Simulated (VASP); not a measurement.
A run of VASP 6.6.1 is set up as follows.

Contents of POSCAR:

```
Mg2Sn
1.0
    0.0000000000      3.3457921878      3.3457921878
    3.3457921878      0.0000000000      3.3457921878
    3.3457921878      3.3457921878      0.0000000000
Sn Mg
1 2
Direct
    0.0000000000      0.0000000000      0.0000000000
    0.2500000000      0.2500000000      0.2500000000
    0.7500000000      0.7500000000      0.7500000000
```

INCAR.step1

```
SYSTEM = Mg2Sn
PREC = Accurate
ENCUT = 920
ISMEAR = -1
SIGMA = 0.02
LREAL = .FALSE.
LASPH = .TRUE.
NELM = 120
NBANDS = 24
GGA = PE
ALGO = Normal
EDIFF = 1E-5
LWAVE = .TRUE.
LCHARG = .FALSE.
GGA_COMPAT = .FALSE.
```

The input INCAR.step2:

```
SYSTEM = Mg2Sn
PREC = Accurate
ENCUT = 920
EDIFF = 1E-6
ISMEAR = -1
SIGMA = 0.02
LREAL = .FALSE.
LASPH = .TRUE.
NELM = 120
ALGO = Normal
ISIF = 2
LWAVE = .FALSE.
LCHARG = .TRUE.
METAGGA = R2SCAN
LMIXTAU = .TRUE.
LELF = .TRUE.
LVHAR = .TRUE.
NBANDS = 24
ISTART = 1
GGA_COMPAT = .FALSE.
```

The input KPOINTS:

```
regular mesh
0
G
  6 6 6
  0 0 0
```

Potentials or basis: VASP PAW PBE potentials, release 64 (Sn_d, Mg_sv).

Run with:

```bash
$ cat potpaw_PBE.64/Sn_d/POTCAR potpaw_PBE.64/Mg_sv/POTCAR > POTCAR
$ cp INCAR.step1 INCAR
$ mpirun -np 1 vasp_std > vasp.out
$ cp INCAR.step2 INCAR
$ mpirun -np 1 vasp_std > vasp.out
```

Q: Predict the pressure.

A: 1.6 GPa.

Caveat: the structure was generated, so it needn't be the stable form of Mg2Sn; the PAW data sets were made with another functional, which shifts forces and pressure a little.
